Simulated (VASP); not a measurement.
Crystal: C.

```
C
1.0
     1.23759    0.71452    3.63789
    -1.23759    0.71452    3.63789
     0.00000   -1.42904    3.63789
C
2
Direct
  0.16664 0.16664 0.16664
  0.83336 0.83336 0.83336
```

```yaml
Program: VASP 6.6.1
Task: relaxation of shape and atoms at fixed volume
Functional: PBEsol
Potentials_or_basis: VASP PAW PBE potentials, release 64 (C)
Cutoff: 600 eV
k_mesh: 18 × 18 × 18
Occupations: gaussian, width 0.01 eV
Spin: no spin polarisation
```

At the start: pressure -4.8 GPa; volume 9.65 Å³/atom.

Where does the relaxation end?

Over 5 steps the energy falls by 2.3 meV/atom; space group R-3m (No. 166, to 0.1 Å) before and after.

Step by step:
```tsv
step	energy change (eV)	largest force (eV/Å)	pressure (GPa)	volume (Å³)
1	0.0000	0.0004	-4.76	19.30
2	-0.0046	0.0012	0.06	19.30
3	-0.0047	0.0011	-0.41	19.30
4	-0.0047	0.0011	-0.33	19.30
5	-0.0047	0.0007	-0.42	19.30
```

Final structure:
```
CELL_PARAMETERS angstrom
1.23043 0.71039 3.68034
-1.23043 0.71039 3.68034
0.00000 -1.42078 3.68034
ATOMIC_POSITIONS crystal
C 0.16665 0.16665 0.16665
C 0.83335 0.83335 0.83335
```

Caveat: this functional lacks dispersion, which binds layers or chains, so the pressure and a relaxed spacing across them are unreliable; the PAW data sets were made with another functional, which shifts forces and pressure a little.
